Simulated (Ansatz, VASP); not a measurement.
## Two plane-wave programs on Ba

The input INCAR:

```
ALGO     = Normal         # electronic algorithm
EDIFF    = 1E-6           # SCF threshold, eV
ENCUT    = 520            # plane-wave cutoff, eV
GGA      = PE             # functional
ISIF     = 2              # what is computed and relaxed
ISMEAR   = -1             # smearing method
LASPH    = T              # aspherical terms in the spheres
LCHARG   = F              # write CHGCAR
LREAL    = F              # projectors in reciprocal space
LWAVE    = F              # write WAVECAR
NBANDS   = 11             # bands
NELM     = 60             # most SCF steps
PREC     = Accurate       # precision mode
SIGMA    = 1.0            # smearing width, eV
```

Contents of KPOINTS:

```
k-points
0
Gamma
  9 9 9
```

The input POSCAR:

```
Ba
1.0
   -2.5124914082      2.5124914082      2.5124914082
    2.5124914082     -2.5124914082      2.5124914082
    2.5124914082      2.5124914082     -2.5124914082
Ba
1
Direct
    0.0000000000      0.0000000000      0.0000000000
```

Input for Ansatz:

```yaml
crystal:
  lattice:
    - [-2.5124914082, 2.5124914082, 2.5124914082]
    - [2.5124914082, -2.5124914082, 2.5124914082]
    - [2.5124914082, 2.5124914082, -2.5124914082]
  atoms:
    - { symbol: Ba, position: [0.0, 0.0, 0.0] }
hamiltonian:
  xc: pbe
  pseudopotentials:
    kind: paw
    azcp:
      Ba: "pseudopotentials/Ba.paw.azcp"
basis:
  ecutwfc: 420
  fft_grid_basis: typed
kpoints:
  mp_grid: { grid: [9, 9, 9], shift: [0, 0, 0] }
magnetization:
  spin_polarized: false
scf:
  occupations: { method: fermi_dirac, width: 1.0 }
  lower_state_search: "off"
output:
  stress: true
```

Alike in both runs: task single point; functional PBE; k mesh 9 × 9 × 9; occupations fermi-dirac, width 1 eV; no spin polarisation.

|  | VASP | Ansatz |
| --- | --- | --- |
| version | VASP 6.6.1 | Ansatz 0.2.0 |
| potentials or method | VASP PAW PBE potentials, release 64 (Ba_sv), cutoff 520 eV | plane waves (420 eV) with PAW, scalar-relativistic |
| valence electrons in the cell | 10 | 10 |

|  | VASP | Ansatz | Ansatz less VASP |
| --- | --- | --- | --- |
| pressure (GPa) | 1.7 | 1.7 | -0.08 |

Neither program's run includes spin-orbit coupling.
